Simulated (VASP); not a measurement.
# Yb (I4/mmm) in VASP: electric field gradients with PBEsol

Aim: the electric field gradients of Yb with PBEsol.

All numbers are computed with VASP 6.6.1; they aren't measurements. Logs are shortened: lines on timing, memory, paths and dates and some standing lists are left out, and cuts for length are marked.

## Step 1: The cell of the first run

Symmetry: I4/mmm, No. 139, tetragonal system. The conventional cell has a = 4.219 Å, b = 4.219 Å, c = 4.475 Å, α = 90.00°, β = 90.00°, γ = 90.00°. Within 4.9 Å of Yb (site symmetry 4/mmm) lie 14 Yb at 3.73 to 4.48 Å.

## Step 2: Electric field gradients, PBEsol (z stretched by +4 % at fixed volume)

Input file INCAR:

```
  PREC = Accurate
  ENCUT = 520
  EDIFF = 1E-8
  ISMEAR = -1
  SIGMA = 0.05
  LREAL = F
  LASPH = T
  NELM = 100
  ALGO = Normal
  ISIF = 2
  LWAVE = F
  LCHARG = F
  GGA = PS
  LEFG = T
  NBANDS = 18
```

Input file KPOINTS:

```
regular mesh
0
Gamma
  12 12 12
```

Input file POSCAR:

```
Yb
1.0
   -2.1097026539      2.1097026539      2.2375423200
    2.1097026539     -2.1097026539      2.2375423200
    2.1097026539      2.1097026539     -2.2375423200
Yb
1
Direct
    0.0000000000      0.0000000000      0.0000000000
```

Potentials or basis: VASP PAW PBE potentials, release 64 (Yb).

The run is started by

```sh
cat potpaw_PBE.64/Yb/POTCAR > POTCAR
mpirun -np 1 vasp_std > vasp.out
```

OUTCAR:

```text
PREC = Accurate
   ENCUT = 520
   EDIFF = 1E-8
   ISMEAR = -1
   LREAL = F
   LASPH = T
   NELM = 100
   ISIF = 2
   GGA = PS

 ion  position               nearest neighbor table
   1  0.000  0.000  0.000-

  LATTYP: Found a body centered tetragonal cell.
 ALAT       =     4.2194053078
 C/A-ratio  =     1.0605960588

  Lattice vectors:

 A1 = (  -2.1097026539,   2.1097026539,   2.2375423200)
 A2 = (   2.1097026539,  -2.1097026539,   2.2375423200)
 A3 = (   2.1097026539,   2.1097026539,  -2.2375423200)

Analysis of symmetry for initial positions (statically):
=====================================================================
 Subroutine PRICEL returns:
 Original cell was already a primitive cell.

 Routine SETGRP: Setting up the symmetry group for a
 body centered tetragonal supercell.

 Subroutine GETGRP returns: Found 16 space group operations
 (whereof 16 operations were pure point group operations)
 out of a pool of 16 trial point group operations.

The static configuration has the point symmetry D_4h.

Analysis of symmetry for dynamics (positions and initial velocities):
=====================================================================
 Subroutine PRICEL returns:
 Original cell was already a primitive cell.

 Routine SETGRP: Setting up the symmetry group for a
 body centered tetragonal supercell.

 Subroutine GETGRP returns: Found 16 space group operations
 (whereof 16 operations were pure point group operations)
 out of a pool of 16 trial point group operations.

The dynamic configuration has the point symmetry D_4h.

 Subroutine INISYM returns: Found 16 space group operations
 (whereof 16 operations are pure point group operations),
 and found     1 'primitive' translations

----------------------------------------------------------------------------------------

                                     Primitive cell

  volume of cell :      39.8358

  direct lattice vectors                    reciprocal lattice vectors
    -2.109702654  2.109702654  2.237542320     0.000000000  0.237000223  0.223459461
     2.109702654 -2.109702654  2.237542320     0.237000223  0.000000000  0.223459461
     2.109702654  2.109702654 -2.237542320     0.237000223  0.237000223  0.000000000

  length of vectors
     3.729381478  3.729381478  3.729381478     0.325734917  0.325734917  0.335168930

  position of ions in fractional coordinates (direct lattice)
     0.000000000  0.000000000  0.000000000

  ion indices of the primitive-cell ions
   primitive index   ion index
                 1           1

----------------------------------------------------------------------------------------

 KPOINTS: regular mesh

Automatic generation of k-mesh.
 Grid dimensions read from file:
 generate k-points for:   12   12   12

 Generating k-lattice:

  Cartesian coordinates                     Fractional coordinates (reciprocal lattice)
     0.000000000  0.019750019  0.018621622     0.083333333  0.000000000  0.000000000
     0.019750019  0.000000000  0.018621622     0.000000000  0.083333333  0.000000000
     0.019750019  0.019750019  0.000000000     0.000000000  0.000000000  0.083333333

  Length of vectors
     0.027144576  0.027144576  0.027930744

  Shift w.r.t. Gamma in fractional coordinates (k-lattice)
     0.000000000  0.000000000  0.000000000

 Subroutine IBZKPT returns following result:
 ===========================================

 Found    163 irreducible k-points:

 Following reciprocal coordinates:
            Coordinates               Weight
  0.000000  0.000000  0.000000      1.000000
  0.083333  0.000000 -0.000000      8.000000
  0.166667  0.000000  0.000000      8.000000
  0.250000 -0.000000  0.000000      8.000000
  0.333333  0.000000 -0.000000      8.000000
  0.416667  0.000000  0.000000      8.000000
[... 16 lines left out ...]
  0.500000  0.166667  0.000000     16.000000
 -0.416667  0.166667  0.000000     16.000000
 [... further k-points ...]
   k-points           NKPTS =    163   k-points in BZ     NKDIM =    163   number of bands    NBANDS=     18
   number of dos      NEDOS =    301   number of ions     NIONS =      1
   total plane-waves  NPLWV =  21952
   dimension x,y,z NGX =    28 NGY =   28 NGZ =   28
   dimension x,y,z NGXF=    56 NGYF=   56 NGZF=   56
   ions per type =               1
   NGX,Y,Z   is equivalent  to a cutoff of  12.48, 12.48, 12.48 a.u.
   NGXF,Y,Z  is equivalent  to a cutoff of  24.96, 24.96, 24.96 a.u.
 SYSTEM =  unknown system
   PREC   = accura    normal or accurate (medium, high low for compatibility)
   ISTART =      0    job   : 0-new  1-cont  2-samecut
   ICHARG =      2    charge: 1-file 2-atom 10-const
   ISPIN  =      1    spin polarized calculation?
   LNONCOLLINEAR =      F non collinear calculations
   LSORBIT =      F    spin-orbit coupling
   LASPH  =      T    aspherical Exc in radial PAW
   ENCUT  =  520.0 eV  38.22 Ry    6.18 a.u.   6.93  6.93  6.93*2*pi/ulx,y,z
   NELM   =    100;   NELMIN=  2; NELMDL= -5     # of ELM steps
   EDIFF  = 0.1E-07   stopping-criterion for ELM
   LREAL  =      F    real-space projection
   EDIFFG = 0.1E-06   stopping-criterion for IOM
   NSW    =      0    number of steps for IOM
   IBRION =     -1    ionic relax: 0-MD 1-quasi-New 2-CG
   NFREE  =      0    steps in history (QN), initial steepest desc. (CG)
   ISIF   =      2    stress and relaxation
   ISYM   =      2    0-nonsym 1-usesym 2-fastsym
   POTIM  = 0.5000    time-step for ionic-motion
   TEBEG  =    0.0;   TEEND  =   0.0 temperature during run
   PSTRESS=    0.0 pullay stress
   NELECT =      24.0000    total number of electrons
   NUPDOWN=      -1.0000    fix difference up-down
   EMIN   =  10.00;   EMAX   =-10.00  energy-range for DOS
   EFERMI =   0.00;   METHOD = LEGACY
   ISMEAR =    -1;   SIGMA  =   0.05  broadening in eV -4-tet -1-fermi 0-gaus
   EFERMI_NEDOS =   21; number of points for ismear=-14 and -15
   IALGO  =     38    algorithm
   IMIX   =      4    mixing-type and parameters
     AMIX     =   0.40;   BMIX     =  1.00
     AMIX_MAG =   1.60;   BMIX_MAG =  1.00
  volume/ion in A,a.u.               =      39.84       268.83
  Fermi-wavevector in a.u.,A,eV,Ry     =   1.382677  2.612880 26.011550  1.911795
  Thomas-Fermi vector in A             =   2.507346
   LORBIT       =      0    0 simple, 1 ext, 2 COOP (PROOUT), +10 PAW based schemes
   GGA     = PS    functional components
   LHFCALC =     F    Hartree Fock is set to
   AEXX    =    0.0000 exact exchange contribution
   IVDW    =     0    specifies the selected vdW correction
   LEPSILON=     F    determine dielectric tensor
   LRPA    =     F    only Hartree local field effects (RPA)
 non-spin polarized calculation
  energy-cutoff  :      520.00
  volume of cell :       39.84
 maximum number of plane-waves:      1096
   NGX = 13   NGY = 13   NGZ = 13

 number of electron      23.9999993 magnetization

 Free energy of the ion-electron system (eV)
  ---------------------------------------------------
  ext. energy  EPLUGINS =         0.00000000
  ---------------------------------------------------
  free energy    TOTEN  =        -3.83062139 eV

  energy without entropy =       -3.81631928  energy(sigma->0) =       -3.82347033

 E-fermi :   1.1427     XC(G=0):  -9.1150

 val. band max:        1.1258955683   @ k =  -0.3333   0.5000   0.3333
 cond. band min:       1.1605254104   @ k =  -0.4167  -0.4167   0.4167
 fundamental gap:      0.0346298421
 Fermi energy:         1.1426855010

 k-point     1 :       0.0000    0.0000    0.0000
  band No.  band energies     occupation
      1     -50.6732      2.00000
      2     -22.9044      2.00000
      3     -22.9043      2.00000
      4     -22.9043      2.00000
      5      -3.7929      2.00000
      6       0.7234      1.99954
[... 10 lines left out ...]
     17       5.9342      0.00000
     18      11.0225      0.00000

 k-point     2 :       0.0833    0.0000   -0.0000
  band No.  band energies     occupation
      1     -50.6724      2.00000
      2     -22.9211      2.00000
      3     -22.9095      2.00000
      4     -22.9042      2.00000
      5      -3.6417      2.00000
      6       0.7249      1.99953
[... 10 lines left out ...]
     17       5.8685      0.00000
     18      11.3212      0.00000

 k-point     3 :       0.1667    0.0000    0.0000
  band No.  band energies     occupation
      1     -50.6704      2.00000
      2     -22.9667      2.00000
      3     -22.9237      2.00000
      4     -22.9039      2.00000
      5      -3.2029      2.00000
      6       0.7290      1.99949
[... 10 lines left out ...]
     17       5.7977      0.00000
     18      11.5563      0.00000

 k-point     4 :       0.2500   -0.0000    0.0000
  band No.  band energies     occupation
      1     -50.6677      2.00000
      2     -23.0279      2.00000
      3     -22.9430      2.00000
      4     -22.9034      2.00000
      5      -2.5226      2.00000
      6       0.7347      1.99943
[... 10 lines left out ...]
     17       5.8217      0.00000
     18      10.5443      0.00000

 k-point     5 :       0.3333    0.0000   -0.0000
  band No.  band energies     occupation
      1     -50.6650      2.00000
      2     -23.0882      2.00000
      3     -22.9622      2.00000
      4     -22.9030      2.00000
      5      -1.6916      2.00000
      6       0.7379      1.99939
[... 10 lines left out ...]
     17       6.2497      0.00000
     18       9.2828      0.00000

 k-point     6 :       0.4167    0.0000    0.0000
  band No.  band energies     occupation
      1     -50.6630      2.00000
      2     -23.1316      2.00000
      3     -22.9762      2.00000
      4     -22.9026      2.00000
      5      -0.8883      2.00000
      6       0.7365      1.99941
[... 307 lines left out ...]
 k-point    21 :       0.3333    0.1667    0.0000
  band No.  band energies     occupation
      1     -50.6622      2.00000
      2     -23.1152      2.00000
      3     -22.9964      2.00000
      4     -22.9208      2.00000
      5      -0.5035      2.00000
      6       0.7407      1.99936
[... 10 lines left out ...]
     17       7.4226      0.00000
     18       8.0419      0.00000

 k-point    22 :       0.4167    0.1667    0.0000
  band No.  band energies     occupation
      1     -50.6616      2.00000
      2     -23.1263      2.00000
      3     -23.0039      2.00000
      4     -22.9225      2.00000
      5      -0.0271      2.00000
      6       0.7373      1.99940
[... 10 lines left out ...]
     17       7.2899      0.00000
     18       8.1549      0.00000

 k-point    23 :       0.5000    0.1667    0.0000
  band No.  band energies     occupation
      1     -50.6621      2.00000
      2     -23.1177      2.00000
      3     -22.9953      2.00000
      4     -22.9238      2.00000
      5      -0.4213      2.00000
      6       0.7388      1.99938
[... 10 lines left out ...]
     17       7.1841      0.00000
     18       8.0615      0.00000

 k-point    24 :      -0.4167    0.1667    0.0000
  band No.  band energies     occupation
      1     -50.6638      2.00000
      2     -23.0905      2.00000
      3     -22.9744      2.00000
      4     -22.9240      2.00000
      5      -1.2395      2.00000
      6       0.7413      1.99935
[... 10 lines left out ...]
     17       6.4510      0.00000
     18       8.7533      0.00000

 [... further k-points ...]
[... 5 lines left out ...]
  --------------------------------------------------------------------------------------
  -------------------------------------------------------------------------------------
  Total       -0.8505768     -0.8505768     -0.8969683      0.0000000     -0.0000000      0.0000000
  in kB      -34.2097876    -34.2097876    -36.0756313      0.0000000     -0.0000000      0.0000000
  external PRESSURE =     -34.8317355 kB  Pullay stress =       0.0000000 kB

 VOLUME and BASIS-vectors are now :
 -----------------------------------------------------------------------------
  energy-cutoff  :      520.00
  volume of cell :       39.84
      direct lattice vectors                 reciprocal lattice vectors
    -2.109702654  2.109702654  2.237542320     0.000000000  0.237000223  0.223459461
     2.109702654 -2.109702654  2.237542320     0.237000223  0.000000000  0.223459461
     2.109702654  2.109702654 -2.237542320     0.237000223  0.237000223  0.000000000

 POSITION                                       TOTAL-FORCE (eV/Angst)
 -----------------------------------------------------------------------------------
      0.00000      0.00000      0.00000        -0.000000     -0.000000     -0.000000
 -----------------------------------------------------------------------------------
    total drift:                                0.000000      0.000000      0.000000

  FREE ENERGIE OF THE ION-ELECTRON SYSTEM (eV)
  ---------------------------------------------------
  free  energy   TOTEN  =        -3.8306213853 eV

  energy  without entropy=       -3.8163192764  energy(sigma->0) =       -3.82347033

 Electric field gradients (V/A^2)
---------------------------------------------------------------------
 ion       V_xx      V_yy      V_zz      V_xy      V_xz      V_yz
---------------------------------------------------------------------
   1      -1.729    -1.729     3.458    -0.004    -0.004    -0.004
---------------------------------------------------------------------

 Electric field gradients after diagonalization (V/A^2)
 (convention: |V_zz| > |V_xx| > |V_yy|)
----------------------------------------------------------------------
 ion       V_xx      V_yy      V_zz     asymmetry (V_yy - V_xx)/ V_zz
----------------------------------------------------------------------
   1      -1.733    -1.725     3.458       0.002
----------------------------------------------------------------------

           NMR quadrupolar parameters

 Cq : quadrupolar parameter    Cq=e*Q*V_zz/h
 eta: asymmetry parameters     (V_yy - V_xx)/ V_zz
 Q  : nuclear electric quadrupole moment in mb (millibarn)
----------------------------------------------------------------------
 ion       Cq(MHz)       eta       Q (mb)
----------------------------------------------------------------------
   1       0.008       0.002       1.000
----------------------------------------------------------------------
```

Wall time 7.8 min (1 thread of Oxide Virtual Turin-like, shared host); peak memory 0.23 GiB.

What came out:

* Free energy: -3.8306 eV
* Pressure: -3.5 GPa
* Band gap on the k mesh: zero (bands 12 and 13 overlap by 0.53 eV)
* Largest electric field gradient by atom: Yb +3.5 V/Å²

Levels at points of the mesh, in eV from the Fermi level:
| k point | band 10 | band 11 | band 12 | band 13 | band 14 | band 15 |
| --- | --- | --- | --- | --- | --- | --- |
| (0.00, 0.00, 0.00) | -0.29 | -0.29 | -0.28 | 2.64 | 2.64 | 3.07 |
| (0.50, 0.00, 0.00) | -0.32 | -0.30 | -0.29 | 0.33 | 1.48 | 3.94 |
| (0.50, 0.50, 0.00) | -0.33 | -0.31 | -0.29 | 0.53 | 1.02 | 4.50 |
| (0.50, 0.50, 0.50) | -0.30 | -0.29 | -0.29 | -0.25 | 3.95 | 4.93 |

Electric field gradients, principal values (V/Å²):
| atom | least | middle | greatest (by size) |
| --- | --- | --- | --- |
| 1 Yb | -1.725 | -1.733 | 3.458 |

Caveat: the cell stands under tension; without QUAD_EFG the Cq values of the log hold for a quadrupole moment of 1 mb, not for the nuclei; the PAW data sets were made with another functional, which shifts forces and pressure a little; spin-orbit coupling is left out, which moves the levels of the heavy elements. Spin polarisation is off, so any magnetic state and its effect on volume and gap are missing.

The gap in the log of VASP goes by the Fermi energy; the results here count the filled bands.